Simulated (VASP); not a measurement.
W2C3, 10 atoms in the cell. It takes space group P6_3/mmc (No. 194, hexagonal). Conventional cell: a = 2.956 Å, b = 2.956 Å, c = 12.829 Å, α = 90.00°, β = 90.00°, γ = 120.00°. W (site symmetry 3m) has 7 C at 2.14 to 2.26 Å and 7 W at 2.87 to 2.96 Å within 3.0 Å. Within 2.6 Å of C (site symmetry 3m) lie 3 C at 1.97 Å and 4 W at 2.14 to 2.26 Å. Within 3.0 Å of C (site symmetry -6m2) lie 6 W at 2.23 Å and 8 C at 2.72 to 2.96 Å. 

```yaml
Program: VASP 6.6.1
Task: single point
Functional: PBE
Potentials_or_basis: VASP PAW PBE potentials, release 64 (W_sv, C)
Cutoff: 520 eV
k_mesh: 12 × 12 × 4
Occupations: gaussian, width 0.1 eV
Spin: no spin polarisation
Dipole_correction: no
Further_INCAR_settings: ALGO = Normal; EDIFF = 1e-06; NBANDS = 51
```

Potentials or basis: VASP PAW PBE potentials, release 64 (W_sv, C).

Run with:

```console
$ cat potpaw_PBE.64/W_sv/POTCAR potpaw_PBE.64/C/POTCAR > POTCAR
$ mpirun -np 1 vasp_std > vasp.out
```

Hardware: 1 thread of AMD EPYC 7R13, on a shared host.

Question: How long does it take, and how much memory?

Answer: Wall time 11 min on 1 thread of AMD EPYC 7R13, on a shared host, peak memory 0.32 GiB. Counts: scf iterations 15, k points 57.
